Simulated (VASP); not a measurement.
# Pt in VASP: notebook, part 2 of 3

VASP 6.6.1. Earlier steps stand in the parts before.

## (3) Single point, PBEsol (atoms moved at random)

INCAR

```
SYSTEM = Pt
GGA = PS ; ISMEAR = 1
SIGMA = 0.1 ; LWAVE = .False.
LCHARG = .False. ; ISIF = 2
ISYM = 0 ; PREC = Accurate
LASPH = .True. ; LREAL = .False.
ALGO = Normal ; EDIFF = 1E-7
NELM = 120 ; GGA_COMPAT = .False.
ENCUT = 370
```

KPOINTS

```
k-points
0
Gamma
  1 1 1
```

POSCAR

```
Pt
1.0
   -6.3368800000      6.3368800000      6.3368800000
    6.3368800000     -6.3368800000      6.3368800000
    6.3368800000      6.3368800000     -6.3368800000
Pt
64
Direct
    0.0034520000     -0.0000820000     -0.0024060000
    0.0022870000     -0.0001060000      0.2550200000
    0.0020920000      0.0038940000      0.5033220000
   -0.0024890000     -0.0006950000      0.7502640000
    0.0058280000      0.2541530000      0.0044520000
    0.0016110000      0.2485800000      0.2489650000
    0.0044470000      0.2508850000      0.5028650000
    0.0053220000      0.2517250000      0.7536630000
   -0.0020250000      0.5014810000      0.0015700000
    0.0013040000      0.5001030000      0.2481470000
   -0.0029990000      0.4943100000      0.4911480000
   -0.0007990000      0.4959270000      0.7504870000
   -0.0005580000      0.7508040000      0.0003030000
   -0.0033570000      0.7468720000      0.2461880000
    0.0006780000      0.7456880000      0.5003830000
   -0.0003000000      0.7475390000      0.7522770000
    0.2481210000     -0.0053850000     -0.0003430000
    0.2503830000     -0.0054050000      0.2491980000
    0.2522930000     -0.0013000000      0.5044880000
    0.2499430000     -0.0011340000      0.7552400000
    0.2531760000      0.2511520000      0.0014570000
    0.2496130000      0.2463970000      0.2510680000
    0.2480820000      0.2457800000      0.4987490000
    0.2483760000      0.2472500000      0.7516520000
    0.2446190000      0.4994080000     -0.0049620000
    0.2455260000      0.5024800000      0.2513940000
    0.2525830000      0.4998700000      0.5031880000
    0.2484430000      0.5012010000      0.7489310000
    0.2492920000      0.7475450000     -0.0016350000
    0.2500580000      0.7486990000      0.2484020000
    0.2538610000      0.7552890000      0.5025700000
    0.2474620000      0.7501900000      0.7485970000
    0.4995760000     -0.0008850000     -0.0000460000
    0.5013410000      0.0026530000      0.2487320000
    0.4991220000     -0.0041970000      0.4986690000
    0.5027330000      0.0028610000      0.7511580000
    0.4985810000      0.2492180000     -0.0006780000
    0.5001670000      0.2471410000      0.2456340000
    0.5039030000      0.2533080000      0.5070550000
    0.4950470000      0.2486490000      0.7455230000
    0.4989120000      0.4952110000     -0.0034920000
    0.4972650000      0.4913950000      0.2471180000
    0.5066240000      0.5067840000      0.5033070000
    0.5047350000      0.5051850000      0.7557550000
    0.4939040000      0.7471440000     -0.0056300000
    0.5000800000      0.7491180000      0.2529440000
    0.4982700000      0.7458380000      0.4928130000
    0.4982730000      0.7460170000      0.7461740000
    0.7506210000      0.0039630000     -0.0018440000
    0.7553130000      0.0039810000      0.2525940000
    0.7488570000     -0.0009760000      0.5014800000
    0.7522540000      0.0009000000      0.7478300000
    0.7486440000      0.2468780000      0.0029880000
    0.7478470000      0.2469710000      0.2493420000
    0.7463610000      0.2463700000      0.4938100000
    0.7474320000      0.2454090000      0.7445900000
    0.7528020000      0.5067160000      0.0078010000
    0.7553280000      0.5007340000      0.2522880000
    0.7486290000      0.5000680000      0.4977400000
    0.7549440000      0.5032880000      0.7492970000
    0.7499620000      0.7489210000     -0.0063950000
    0.7478930000      0.7453520000      0.2495720000
    0.7439680000      0.7465040000      0.4933890000
    0.7510330000      0.7468590000      0.7492640000
```

Potentials or basis: VASP PAW PBE potentials, release 64 (Pt).

Run with:

```
$ cat potpaw_PBE.64/Pt/POTCAR > POTCAR
$ mpirun -np 8 vasp_std > vasp.out
```

OUTCAR:

```text
SYSTEM = Pt
   GGA = PS
   ISMEAR = 1
   ISIF = 2
   ISYM = 0
   PREC = Accurate
   LASPH = .True.
   LREAL = .False.
   EDIFF = 1E-7
   NELM = 120
   ENCUT = 370

 ion  position               nearest neighbor table
   1  0.003  1.000  0.998-   4 2.69  17 2.70  13 2.73  22 2.73   5 2.76  64 2.76  49 2.79   2 2.83
                            16 3.13  21 3.15  61 3.17   6 3.18  52 3.18  18 3.19
   2  0.002  1.000  0.255-  23 2.69   3 2.71  50 2.72  14 2.73   6 2.75  18 2.76  61 2.80   1 2.83
                             7 3.15  22 3.15  19 3.17  13 3.18  62 3.19  49 3.25
   3  0.002  0.004  0.503-  24 2.70   7 2.70   2 2.71   4 2.74  51 2.76  19 2.76  62 2.80  15 2.82
                            23 3.12   8 3.14  50 3.15  20 3.20  63 3.21  14 3.22
   4  0.998  0.999  0.750-  52 2.69   1 2.69   8 2.73   3 2.74  20 2.75  21 2.78  16 2.78  63 2.79
                            51 3.15  24 3.15  64 3.16   5 3.17  17 3.20  15 3.21
   5  0.006  0.254  0.004-  26 2.69   6 2.72  21 2.74   8 2.74   9 2.75   1 2.76  53 2.79  52 2.79
                            25 3.13  10 3.13  22 3.16  49 3.16   4 3.17  56 3.23
   6  0.002  0.249  0.249-   5 2.72  22 2.72  49 2.73   2 2.75  10 2.76  27 2.77   7 2.77  54 2.78
                            11 3.12  50 3.13  26 3.14  53 3.15  23 3.16   1 3.18
   7  0.004  0.251  0.503-   3 2.70  23 2.71  28 2.71  50 2.73  11 2.74   8 2.75   6 2.77  55 2.78
                            24 3.15   2 3.15  27 3.15  12 3.16  51 3.21  54 3.21
   8  0.005  0.252  0.754-  25 2.67  24 2.69  12 2.71   4 2.73   5 2.74   7 2.75  56 2.78  51 2.79
                             3 3.14  21 3.14  28 3.15  52 3.16   9 3.20  55 3.25
   9  0.998  0.501  0.002-  10 2.70  30 2.73  57 2.73  13 2.74  25 2.74  12 2.74   5 2.75  56 2.79
[... 97 lines left out ...]
  58  0.755  0.501  0.252-  57 2.70  15 2.70  10 2.72  59 2.72  62 2.72  54 2.75  42 2.78  37 2.79
                            11 3.09  14 3.13  53 3.15  63 3.16  38 3.18  41 3.21
  59  0.749  0.500  0.498-  43 2.70  58 2.72  60 2.73  63 2.74  16 2.76  38 2.76  55 2.76  11 2.77
                            42 3.13  15 3.14  64 3.14  54 3.17  39 3.17  12 3.22
  60  0.755  0.503  0.749-  64 2.69  12 2.70  13 2.72  39 2.72  59 2.73  44 2.78  56 2.79  57 2.83
                            16 3.08  61 3.14   9 3.15  43 3.15  55 3.19  40 3.24
  61  0.750  0.749  0.994-  44 2.66  64 2.68  13 2.71  57 2.72  49 2.78   2 2.80  45 2.81  62 2.83
                            60 3.14  48 3.14   1 3.17  14 3.18  41 3.22  50 3.22
  62  0.748  0.745  0.250-  63 2.69  58 2.72  14 2.74  46 2.75  41 2.75  50 2.80   3 2.80  61 2.83
                            57 3.08  42 3.18  15 3.19   2 3.19  51 3.20  45 3.24
  63  0.744  0.747  0.493-  62 2.69  47 2.69  51 2.73  59 2.74  42 2.74  64 2.78   4 2.79  15 2.80
                            46 3.09  43 3.09  58 3.16  52 3.17   3 3.21  16 3.25
  64  0.751  0.747  0.749-  43 2.67  61 2.68  60 2.69  16 2.72   1 2.76  48 2.76  63 2.78  52 2.79
                            44 3.13  13 3.14  59 3.14   4 3.16  49 3.21  47 3.22

IMPORTANT INFORMATION: All symmetrisations will be switched off!
NOSYMM: (Re-)initialisation of all symmetry stuff for point group C_1.

----------------------------------------------------------------------------------------

                                     Primitive cell

  volume of cell :    1017.8562

  direct lattice vectors                    reciprocal lattice vectors
    -6.336880000  6.336880000  6.336880000     0.000000000  0.078903183  0.078903183
     6.336880000 -6.336880000  6.336880000     0.078903183  0.000000000  0.078903183
     6.336880000  6.336880000 -6.336880000     0.078903183  0.078903183  0.000000000

  length of vectors
    10.975798121 10.975798121 10.975798121     0.111585951  0.111585951  0.111585951

  position of ions in fractional coordinates (direct lattice)
     0.003452000  0.999918000  0.997594000
     0.002287000  0.999894000  0.255020000
     0.002092000  0.003894000  0.503322000
     0.997511000  0.999305000  0.750264000
     0.005828000  0.254153000  0.004452000
     0.001611000  0.248580000  0.248965000
[... 56 lines left out ...]
     0.743968000  0.746504000  0.493389000
     0.751033000  0.746859000  0.749264000

  ion indices of the primitive-cell ions
   primitive index   ion index
                 1           1
                 2           2
[... 108 lines left out ...]
   ENCUT  =  370.0 eV  27.19 Ry    5.21 a.u.  17.21 17.21 17.21*2*pi/ulx,y,z
   NELM   =    120;   NELMIN=  2; NELMDL= -5     # of ELM steps
   EDIFF  = 0.1E-06   stopping-criterion for ELM
   LREAL  =      F    real-space projection
   EDIFFG = 0.1E-05   stopping-criterion for IOM
   NSW    =      0    number of steps for IOM
   IBRION =     -1    ionic relax: 0-MD 1-quasi-New 2-CG
   NFREE  =      0    steps in history (QN), initial steepest desc. (CG)
   ISIF   =      2    stress and relaxation
   ISYM   =      0    0-nonsym 1-usesym 2-fastsym
   POTIM  = 0.5000    time-step for ionic-motion
   TEBEG  =    0.0;   TEEND  =   0.0 temperature during run

   SCALEE = 1.0000    scale energy and forces
   PSTRESS=    0.0 pullay stress
   NELECT =     640.0000    total number of electrons
   NUPDOWN=      -1.0000    fix difference up-down
   EMIN   =  10.00;   EMAX   =-10.00  energy-range for DOS
   EFERMI =   0.00;   METHOD = LEGACY
   ISMEAR =     1;   SIGMA  =   0.10  broadening in eV -4-tet -1-fermi 0-gaus
   EFERMI_NEDOS =   21; number of points for ismear=-14 and -15
   IALGO  =     38    algorithm
   IMIX   =      4    mixing-type and parameters
     AMIX     =   0.40;   BMIX     =  1.00
     AMIX_MAG =   1.60;   BMIX_MAG =  1.00
  volume/ion in A,a.u.               =      15.90       107.33
  Fermi-wavevector in a.u.,A,eV,Ry     =   1.402510  2.650360 26.763132  1.967035
  Thomas-Fermi vector in A             =   2.525265
   LORBIT       =      0    0 simple, 1 ext, 2 COOP (PROOUT), +10 PAW based schemes
   GGA     = PS    functional components
   LHFCALC =     F    Hartree Fock is set to
   AEXX    =    0.0000 exact exchange contribution
   IVDW    =     0    specifies the selected vdW correction
   LEPSILON=     F    determine dielectric tensor
   LRPA    =     F    only Hartree local field effects (RPA)

   CSHIFT  =0.1000    complex shift for real part using Kramers Kronig

   OMEGAMAX=  -1.0    maximum frequency
 non-spin polarized calculation
 Methfessel and Paxton  Order N= 1 SIGMA  =   0.10
  energy-cutoff  :      370.00
  volume of cell :     1017.86
 maximum number of plane-waves:     16415
 NGX is ok and might be reduce to    70
   NGX = 35   NGY = 35   NGZ = 35

 number of electron     640.0000015 magnetization

 Free energy of the ion-electron system (eV)
  ---------------------------------------------------
  ext. energy  EPLUGINS =         0.00000000
  ---------------------------------------------------
  free energy    TOTEN  =      -452.75973350 eV

  energy without entropy =     -452.66048162  energy(sigma->0) =     -452.72664954

 E-fermi :  10.1213     XC(G=0): -13.3032

 val. band max:        9.9913632557   @ k =   0.0000   0.0000   0.0000
 cond. band min:      10.1356637498   @ k =   0.0000   0.0000   0.0000
 fundamental gap:      0.1443004942
 Fermi energy:        10.1213300483

 k-point     1 :       0.0000    0.0000    0.0000
  band No.  band energies     occupation
      1       0.4032      2.00000
      2       2.4178      2.00000
      3       2.4239      2.00000
      4       2.4346      2.00000
      5       2.4483      2.00000
      6       2.4643      2.00000
[... 324 lines left out ...]
    331      10.6321     -0.00000
    332      10.6366     -0.00000
 [bands above 332 left out]

------------------------ aborting loop because EDIFF is reached ----------------------------------------

  FORCE on cell =-STRESS in cart. coord.  units (eV):
  Direction    XX          YY          ZZ          XY          YZ          ZX
  --------------------------------------------------------------------------------------
  -------------------------------------------------------------------------------------
  Total      -95.9164414    -94.5823738    -95.1497544     -0.0056626      0.8775080      0.0001679
  in kB     -150.9792277   -148.8793114   -149.7724085     -0.0089133      1.3812594      0.0002643
  external PRESSURE =    -149.8769825 kB  Pullay stress =       0.0000000 kB

 VOLUME and BASIS-vectors are now :
 -----------------------------------------------------------------------------
  energy-cutoff  :      370.00
  volume of cell :     1017.86
      direct lattice vectors                 reciprocal lattice vectors
    -6.336880000  6.336880000  6.336880000     0.000000000  0.078903183  0.078903183
     6.336880000 -6.336880000  6.336880000     0.078903183  0.000000000  0.078903183
     6.336880000  6.336880000 -6.336880000     0.078903183  0.078903183  0.000000000

 POSITION                                       TOTAL-FORCE (eV/Angst)
 -----------------------------------------------------------------------------------
     12.63612      0.00715      0.03660         0.559413     -0.040412     -0.612117
      7.93775     -4.70568      4.73467        -0.572241     -0.444607      0.137688
      3.20091      3.17807     -3.15156        -0.416249      0.118048     -0.618233
      4.76570      4.74296      7.89925        -0.486692      0.054661      0.278087
      1.60182     -1.54539      1.61926        -0.165434     -0.350078     -0.375244
      3.14267      0.01265      0.00777         0.325314      0.106441     -0.100845
[... 56 lines left out ...]
      3.14262      3.11048      6.31840        -0.008427      0.726533      0.091818
      4.72155      4.77445      4.74397         0.350567     -0.361462      0.612348
 -----------------------------------------------------------------------------------
    total drift:                               -0.000194     -0.000146     -0.000110

  FREE ENERGIE OF THE ION-ELECTRON SYSTEM (eV)
  ---------------------------------------------------
  free  energy   TOTEN  =      -452.7597335025 eV

  energy  without entropy=     -452.6604816183  energy(sigma->0) =     -452.72664954
```

It took 3 min on 8 MPI ranks of Intel Xeon 6975P-C (Granite Rapids), shared host; peak memory 0.24 GiB.

The run converged, but its numbers aren't listed here, since they failed a check.

Caveat: the k points lie up to 0.70 Å⁻¹ apart; the cell differs from its parent crystal (atoms moved at random); the mesh shows a gap though the element is a metal; the PAW data sets were made with another functional, which shifts forces and pressure a little; spin-orbit coupling is left out, which moves the levels of the heavy elements.

(Continued in part 3 of 3.)
